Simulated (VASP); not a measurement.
H, 10 atoms in the cell. The cell holds an amorphous packing of atoms, 10 atoms: a = 5.575 Å, b = 5.769 Å, c = 5.715 Å, α = 85.29°, β = 94.48°, γ = 106.33°. 

```yaml
Program: VASP 6.6.1
Task: density of states
Functional: PBE
Potentials_or_basis: VASP PAW PBE potentials, release 64 (H)
Cutoff: 520 eV
k_mesh: 4 × 4 × 4
Occupations: gaussian, width 0.02 eV
Spin: no spin polarisation
Dipole_correction: no
k_mesh_for_the_DOS: 6 × 6 × 6
Occupations_for_the_DOS: tetrahedron
Further_INCAR_settings: ALGO = Normal; EDIFF = 1e-06
```

Potentials or basis: VASP PAW PBE potentials, release 64 (H).

Command:

```bash
$ cat potpaw_PBE.64/H/POTCAR > POTCAR
$ cp INCAR.step1 INCAR
$ cp KPOINTS.step1 KPOINTS
$ mpirun -np 1 vasp_std > vasp.out
$ cp INCAR.step2 INCAR
$ cp KPOINTS.step2 KPOINTS
$ mpirun -np 1 vasp_std > vasp.out
```

Hardware: 1 thread of Oxide Virtual Turin-like Processor (shared host).

Question: Estimate the wall time of this run.

Answer: Wall time 4.8 min on 1 thread of Oxide Virtual Turin-like Processor (shared host), peak memory 0.32 GiB. Counts: k points 112.
